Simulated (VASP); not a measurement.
Write the native input for VASP 6.6.1 that does the following.

```yaml
Task: single point
Functional: PBE
Potentials_or_basis: VASP PAW PBE potentials, release 64 (Zr_sv)
Cutoff: 520 eV
k_mesh: 30 × 30 × 30
Occupations: fermi-dirac, width 0.0612256 eV
Spin: no spin polarisation
Dipole_correction: no
Further_INCAR_settings: ALGO = Normal; EDIFF = 1e-06; NBANDS = 19
```

The structure of Zr lies in POSCAR:

```
Zr
1.0
    0.0000000000      3.0981087597      3.0981087597
    3.0981087597      0.0000000000      3.0981087597
    3.0981087597      3.0981087597      0.0000000000
Zr
2
Direct
    0.0000000000      0.0000000000      0.0000000000
    0.2500000000      0.2500000000      0.2500000000
```

This isn't the form of Zr at room conditions, which is hcp.

One way to write it, as run:

INCAR

```
SYSTEM = Zr
ALGO = Normal
EDIFF = 1E-6
ENCUT = 520
GGA = PE
ISIF = 2
ISMEAR = -1
LASPH = .True.
LCHARG = .False.
LREAL = .False.
LWAVE = .False.
NBANDS = 19
NELM = 100
PREC = Accurate
SIGMA = 0.06122561905347299
```

KPOINTS

```
k-points
0
Gamma
  30 30 30
  0 0 0
```

Potentials or basis: VASP PAW PBE potentials, release 64 (Zr_sv).

The run is started by

```bash
$ cat potpaw_PBE.64/Zr_sv/POTCAR > POTCAR
$ mpirun -np 1 vasp_std > vasp.out
```

Results of the run:

```yaml
Pressure: 1.6 GPa
Band_gap_on_the_k_mesh: zero (bands 12 and 13 overlap by 0.24 eV)
```

It took 13 min on 1 thread of Intel Xeon 8259CL (shared host), peak memory 0.75 GiB.
